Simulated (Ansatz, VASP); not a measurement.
**AlN: VASP beside Ansatz**

Contents of INCAR:

```
SYSTEM = AlN
PREC = Accurate
ENCUT = 520
EDIFF = 1E-6
ISMEAR = -1
SIGMA = 0.02
LREAL = .False.
LASPH = .True.
NELM = 100
ALGO = Normal
ISIF = 2
LWAVE = .False.
LCHARG = .False.
GGA = PE
NBANDS = 16
```

The input KPOINTS:

```
regular mesh
0
Gamma
  11 11 6
  0 0 0
```

POSCAR

```
AlN
1.0
    3.1110021516      0.0000000000      0.0000000000
   -1.5555010758      2.6942068945      0.0000000000
    0.0000000000      0.0000000000      4.9780000000
Al N
2 2
Direct
    0.3333333333      0.6666666667      0.0000000000
    0.6666666667      0.3333333333      0.5000000000
    0.3333333333      0.6666666667      0.3850000000
    0.6666666667      0.3333333333      0.8850000000
```

Input for Ansatz:

```yaml
crystal:
  lattice:
    - [3.1110021516, 0.0, 0.0]
    - [-1.5555010758, 2.6942068945, 0.0]
    - [0.0, 0.0, 4.978]
  atoms:
    - { symbol: Al, position: [0.3333333333, 0.6666666667, 0.0] }
    - { symbol: Al, position: [0.6666666667, 0.3333333333, 0.5] }
    - { symbol: "N", position: [0.3333333333, 0.6666666667, 0.385] }
    - { symbol: "N", position: [0.6666666667, 0.3333333333, 0.885] }
kpoints:
  mp_grid: { grid: [11, 11, 6] }
  band_path:
    path:
      - [0.0, 0.0, 0.0]
      - [0.5, 0.0, 0.0]
      - [0.3333333333, 0.3333333333, 0.0]
      - [0.0, 0.0, 0.0]
      - [0.0, 0.0, 0.5]
      - [0.5, 0.0, 0.5]
      - [0.3333333333, 0.3333333333, 0.5]
      - [0.0, 0.0, 0.5]
      - [0.5, 0.0, 0.5]
    npoints: 8
scf:
  occupations: { method: fermi_dirac, width: 0.02 }
hamiltonian:
  xc: pbe
  pseudopotentials: { kind: all_electron, lapw: { basis_error: 0.001 } }
output:
  forces: true
  stress: true
  eigenvalues: true
  fatbands: true
  populations: true
  dos: { projected: true, de: 0.2, e_range: [-14, 8] }
```

Alike in both runs: task single point; functional PBE; k mesh 11 × 11 × 6; occupations fermi-dirac, width 0.02 eV; no spin polarisation.

```csv
,VASP,Ansatz
version,VASP 6.6.1,Ansatz 0.2.0
potentials or method,"VASP PAW PBE potentials, release 64 (Al, N), cutoff 520 eV","all-electron LAPW, scalar-relativistic"
```

```csv
,VASP,Ansatz,Ansatz less VASP
gap on the k mesh at the Fermi level (eV),4.16,4.16,-0.004
pressure (GPa),3.8,4.0,+0.16
"traceless stress, the component that is largest in VASP (GPa)",-1.20,-1.23,-0.029
rms of the force components (eV/Å),0.105,0.105,-0.0001
```

Atom by atom the forces differ by 0.000 eV/Å (rms over components). Ansatz ran all-electron here, and VASP with PAW potentials.
